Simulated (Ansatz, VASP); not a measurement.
# Sr2AlO: VASP beside Ansatz

```
Sr Al O
1.0
     4.98894    0.00000    0.00000
    -2.49447    4.32055    0.00000
     0.00000    0.00000    4.78607
Sr Al O
2 1 1
Cartesian
  0.0000 2.8804 4.4122
  2.4945 1.4402 4.4122
  0.0000 0.0000 2.9292
  0.0000 0.0000 4.3053
```

Alike in both runs: task relaxation of cell and atoms; functional PBE; k mesh 6 × 6 × 4; occupations gaussian, width 0.1 eV; no spin polarisation.

```csv
,VASP,Ansatz
version,VASP 6.6.1,Ansatz 0.2.0
potentials or method,"VASP PAW PBE potentials, release 64 (Sr_sv, Al, O), cutoff 600 eV","scalar-relativistic, plane waves, PAW"
valence electrons in the cell,29,29
```

Ansatz gave:

- gap on the k mesh at the Fermi level, each at its own relaxed structure (eV): none
- relaxed volume (Å³/atom): 25.32
- relaxed cell length with the largest relative difference (Å): 5.651

Estimate VASP's values.

gap on the k mesh at the Fermi level, each at its own relaxed structure (eV): none; relaxed volume (Å³/atom): 25.68; relaxed cell length with the largest relative difference (Å): 5.695.

A gap of «none» marks a metal or a gap that the smearing closes.
